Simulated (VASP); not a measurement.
Input of a VASP 6.6.1 run:

File INCAR:

```
ALGO = Normal ; EDIFF = 1E-6
ENCUT = 520 ; GGA = PE
ISIF = 2 ; ISMEAR = 0
LASPH = T ; LCHARG = F
LREAL = F ; LWAVE = F
NBANDS = 18 ; NELM = 100
PREC = Accurate ; SIGMA = 0.1
```

Contents of KPOINTS:

```
k-points
0
Gamma
  6 6 6
```

The input POSCAR:

```
Si3C2
1.0
    1.3604362900      0.7854482600     11.1079158000
   -1.3604362900      0.7854482600     11.1079158000
    0.0000000000     -1.5708965200     11.1079158000
Si C
3 2
Direct
    0.0000000000      0.0000000000      0.0000000000
    0.2000000000      0.2000000000      0.2000000000
    0.8000000000      0.8000000000      0.8000000000
    0.4000000000      0.4000000000      0.4000000000
    0.6000000000      0.6000000000      0.6000000000
```

Potentials or basis: VASP PAW PBE potentials, release 64 (Si, C).

Run with:

```bash
$ cat potpaw_PBE.64/Si/POTCAR potpaw_PBE.64/C/POTCAR > POTCAR
$ mpirun -np 1 vasp_std > vasp.out
```

**Question.** Predict the largest force.

**Answer.** 1.677 eV/Å.

**Question.** Predict the band gap on the k mesh.

**Answer.** Zero (bands 10 and 11 overlap by 5.60 eV).

Forces on the atoms (eV/Å):
```
Si   0.000  0.000  0.000
Si   0.000  0.000  1.677
Si   0.000  0.000 -1.677
C    0.000  0.000  0.253
C    0.000  0.000 -0.253
```

Caveat: the k points lie up to 0.45 Å⁻¹ apart, too coarse for converged energies and pressures of a metal; forces of over 1 eV/Å act on the atoms, so gaps and moduli don't describe the material at rest.
